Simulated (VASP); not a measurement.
## Cu: single point with PBEsol

System: Cu, a slab with vacuum.

```
CELL_PARAMETERS angstrom
2.51982 0.00000 0.00000
-1.25991 2.18223 0.00000
0.00000 0.00000 28.34450
ATOMIC_POSITIONS crystal
Cu 0.00000 0.00000 0.28224
Cu 0.33333 0.66667 0.35483
Cu 0.66667 0.33333 0.42741
Cu 0.00000 0.00000 0.50000
Cu 0.33333 0.66667 0.57259
Cu 0.66667 0.33333 0.64517
Cu 0.00000 0.00000 0.71776
```

* Program: VASP 6.6.1
* Task: single point
* Functional: PBEsol
* Potentials or basis: VASP PAW PBE potentials, release 64 (Cu)
* Cutoff: 520 eV
* k mesh: 18 × 18 × 1
* Occupations: fermi-dirac, width 0.1 eV
* Spin: no spin polarisation

```json
{
 "Largest force": "0.063 eV/Å",
 "Band gap on the k mesh": "zero (an odd number of electrons rules out a gap without spin polarisation)"
}
```

Forces on the atoms (eV/Å):
```
Cu   0.000  0.000  0.063
Cu   0.000  0.000 -0.047
Cu   0.000  0.000 -0.028
Cu   0.000  0.000  0.000
Cu   0.000  0.000  0.028
Cu   0.000  0.000  0.047
Cu   0.000  0.000 -0.063
```

Levels at points of the mesh, in eV from the Fermi level:
| k point | band 35 | band 36 | band 37 | band 38 | band 39 | band 40 | band 41 | band 42 | band 43 | band 44 |
| --- | --- | --- | --- | --- | --- | --- | --- | --- | --- | --- |
| (0.00, 0.00, 0.00) | -2.04 | -1.85 | -1.85 | -1.68 | -1.68 | -1.65 | -1.65 | -0.84 | -0.51 | 4.30 |
| (0.50, 0.00, 0.00) | -1.37 | -0.68 | 0.04 | 0.64 | 1.03 | 1.27 | 1.48 | 1.50 | 4.15 | 4.70 |
| (0.00, 0.50, 0.00) | -1.37 | -0.68 | 0.04 | 0.64 | 1.03 | 1.27 | 1.48 | 1.50 | 4.15 | 4.70 |
| (0.50, 0.50, 0.00) | -1.37 | -0.68 | 0.04 | 0.64 | 1.03 | 1.27 | 1.48 | 1.50 | 4.15 | 4.70 |

Wall time 12 min on 4 MPI ranks on AMD EPYC 7R43 64-Core Processor (Zen 3), on a shared host, peak memory 0.85 GiB a rank.

Caveat: the PAW data sets were made with another functional, which shifts forces and pressure a little.
